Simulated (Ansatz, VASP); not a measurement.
# Two plane-wave programs on Pt

Contents of INCAR:

```
PREC     = Accurate       # precision mode
ENCUT    = 520            # plane-wave cutoff, eV
EDIFF    = 1E-7           # SCF threshold, eV
ISMEAR   = 0              # smearing method
SIGMA    = 0.15           # smearing width, eV
LREAL    = F              # projectors in reciprocal space
LASPH    = T              # aspherical terms in the spheres
NELM     = 60             # most SCF steps
ALGO     = Fast           # electronic algorithm
ISIF     = 2              # what is computed and relaxed
LWAVE    = F              # write WAVECAR
LCHARG   = F              # write CHGCAR
GGA      = PE             # functional
NBANDS   = 11             # bands
```

File KPOINTS:

```
Automatic mesh
0
Gamma
  22 22 22
```

File POSCAR:

```
Pt
1.0
    0.0000000000      2.2573613561      1.6575804438
    2.2573613561      0.0000000000      1.6575804438
    2.2573613561      2.2573613561      0.0000000000
Pt
1
Direct
    0.0000000000      0.0000000000      0.0000000000
```

Input for Ansatz:

```yaml
crystal:
  lattice:
    - [0.0, 2.2573613561, 1.6575804438]
    - [2.2573613561, 0.0, 1.6575804438]
    - [2.2573613561, 2.2573613561, 0.0]
  atoms:
    - { symbol: Pt, position: [0.0, 0.0, 0.0] }
basis:
  ecutwfc: 420
kpoints:
  mp_grid: { grid: [22, 22, 22] }
hamiltonian:
  xc: pbe
  pseudopotentials: { kind: paw, azcp: { folder: soft_1 } }
scf:
  occupations: { method: gaussian, width: 0.15 }
output:
  forces: true
  stress: true
  eigenvalues: true
```

Alike in both runs: task single point; functional PBE; k mesh 22 × 22 × 22; occupations gaussian, width 0.15 eV; no spin polarisation.

```csv
,VASP,Ansatz
version,VASP 6.6.1,Ansatz 0.2.0
potentials or method,"VASP PAW PBE potentials, release 64 (Pt), cutoff 520 eV","scalar-relativistic, plane waves, PAW"
valence electrons in the cell,10,18
```

```csv
,VASP,Ansatz,Ansatz less VASP
gap on the k mesh at the Fermi level (eV),none,none,-
pressure (GPa),-13.3,-13.0,+0.33
"traceless stress, the component that is largest in VASP (GPa)",1.67,1.69,+0.013
```

A gap of «none» marks a metal or a gap that the smearing closes. VASP's potentials hold 10 valence electrons a cell and Ansatz's 18, so a difference there can come from the potentials and not from the codes.

Neither program's run includes spin-orbit coupling.
